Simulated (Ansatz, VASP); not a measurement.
**MnHg in VASP and in Ansatz**

```
Mn Hg
1.0
     3.28800    0.00000    0.00000
     0.00000    3.28800    0.00000
     0.00000    0.00000    3.31300
Mn Hg
1 1
Cartesian
  1.6440 1.6440 1.6565
  0.0000 0.0000 0.0000
```

Alike in both runs: task electric field gradients; functional LDA; k mesh 10 × 10 × 10; occupations fermi-dirac, width 0.05 eV; collinear spin.

|  | VASP | Ansatz |
| --- | --- | --- |
| version | VASP 6.6.1 | Ansatz 0.2.0 |
| potentials or method | VASP PAW LDA potentials, release 64 (Mn_pv, Hg) | PAW with Ansatz's default frozen-core files, scalar-relativistic |
| plane-wave cutoff (eV) | 520 | 420 |
| valence electrons in the cell | 25 | 35 |

Ansatz gave:

| Property | Result |
| --- | --- |
| pressure (GPa) | -8.8 |
| net moment per atom (μB) | 1.89 |
| size of the moment on the site where the two differ most (μB) | 3.72 |
| size of Vzz on the site where it differs most (V/Å²) | 1.0 |

Question: Estimate VASP's values.

Answer: Pressure (GPa): -8.6; net moment per atom (μB): 1.85; size of the moment on the site where the two differ most (μB): 3.60; size of Vzz on the site where it differs most (V/Å²): 1.5.

LDA's correlation is that of Perdew and Zunger in VASP and of Perdew and Wang (1992) in Ansatz. Site moments also hang on the region over which each program counts them. VASP's potentials hold 25 valence electrons a cell and Ansatz's 35, so a difference there can come from the potentials and not from the codes.

Spin-orbit coupling is off throughout.
